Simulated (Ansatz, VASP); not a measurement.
## Pd: VASP beside Ansatz

```
Pd
1.0
     2.81540    0.00000    0.00000
    -1.40770    2.43821    0.00000
     0.00000    0.00000    9.31119
Pd
4
Direct
  0.00000 0.00000 0.00000
  0.00000 0.00000 0.50000
  0.33333 0.66667 0.25000
  0.66667 0.33333 0.75000
```

Alike in both runs: task single point; functional PBE; k mesh 15 × 15 × 4; occupations fermi-dirac, width 0.05 eV; collinear spin.

|  | VASP | Ansatz |
| --- | --- | --- |
| version | VASP 6.6.1 | Ansatz 0.2.0 |
| potentials or method | VASP PAW PBE potentials, release 64 (Pd), cutoff 520 eV | plane waves (420 eV) with PAW, scalar-relativistic |
| valence electrons in the cell | 40 | 72 |

|  | VASP | Ansatz | Ansatz less VASP |
| --- | --- | --- | --- |
| pressure (GPa) | -5.9 | -5.7 | +0.23 |
| traceless stress, the component that is largest in VASP (GPa) | -0.38 | -0.36 | +0.017 |
| net moment per atom (μB) | 0.32 | 0.32 | -0.004 |
| size of the moment on the site where the two differ most (μB) | 0.33 | 0.33 | +0.004 |

Site moments also hang on the region over which each program counts them. VASP's potentials hold 40 valence electrons a cell and Ansatz's 72, so a difference there can come from the potentials and not from the codes.
